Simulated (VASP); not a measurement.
Crystal: CaO.

```
Ca O
1.0
     4.07976    0.00000    0.00000
    -2.03988    3.44767    0.00000
     0.00000    0.00000    4.77012
Ca O
2 2
Cartesian
  0.0000 2.2851 1.1925
  2.0399 1.1626 3.5776
  2.0399 1.1594 1.1925
  0.0000 2.2883 3.5776
```

This cell differs from its parent crystal: uniaxial x strain +2.5%.

Base run:

| Property | Result |
| --- | --- |
| Program | VASP 6.6.1 |
| Functional | PBE |
| Potentials or basis | VASP PAW PBE potentials, release 64 (Ca_sv, O) |
| Cutoff | 520 eV |
| k mesh | 12 × 12 × 6 |
| Occupations | fermi-dirac, width 0.02 eV |
| Spin | no spin polarisation |

Its results: band gap on the k mesh 3.07 eV; pressure 0.2 GPa.

Problem. The run is repeated on the same cell with these changes: functional from PBE to r2SCAN; occupations from fermi-dirac, width 0.02 eV to gaussian, width 0.01 eV. What comes out?

Solution. Band gap on the k mesh 3.48 eV; pressure -1.2 GPa.

Caveats: the PAW data sets were made with another functional, which shifts forces and pressure a little (at least some runs).

A k mesh can miss the band edges.
